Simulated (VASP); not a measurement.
The system is CoO.

```xyz
2
Lattice="2.6602 0.0000 0.0000 0.0000 2.6602 0.0000 0.0000 0.0000 2.6602" Properties=species:S:1:pos:R:3 pbc="T T T"
Co    0.0000    0.0000    0.0000
O     1.3301    1.3301    1.3301
```

```yaml
Program: VASP 6.6.1
Task: relaxation of cell and atoms
Functional: PBE
Potentials_or_basis: VASP PAW PBE potentials, release 64 (Co, O)
Cutoff: 600 eV
k_mesh: 10 × 10 × 10
Occupations: gaussian, width 0.02 eV
Spin: collinear spin, ferromagnetic start
Starting_moments: "[2.88, 0.32] μB"
Hubbard_terms: Co d U = 3.32 eV
```

At the start: pressure -3.9 GPa; volume 9.41 Å³/atom.

Task: How do energy, volume and symmetry change on relaxing?

Result: Over 3 steps the energy falls by 2.6 meV/atom and the volume is 9.20 Å³/atom (-2.2 %); space group Pm-3m (No. 221, to 0.1 Å) before and after; moment 3.00 μB per cell.

The path:
| step | energy change (eV) | largest force (eV/Å) | pressure (GPa) | volume (Å³) |
| --- | --- | --- | --- | --- |
| 1 | 0.0000 | 0.0000 | -3.87 | 18.83 |
| 2 | -0.0039 | 0.0000 | 2.08 | 18.21 |
| 3 | -0.0051 | 0.0000 | -0.04 | 18.41 |

Final structure:
```
CELL_PARAMETERS angstrom
2.64045 0.00000 0.00000
0.00000 2.64045 0.00000
0.00000 0.00000 2.64045
ATOMIC_POSITIONS crystal
Co 0.00000 0.00000 0.00000
O 0.50000 0.50000 0.50000
```

Caveat: a cell with one magnetic atom can't hold antiferromagnetic order, which such compounds often take.
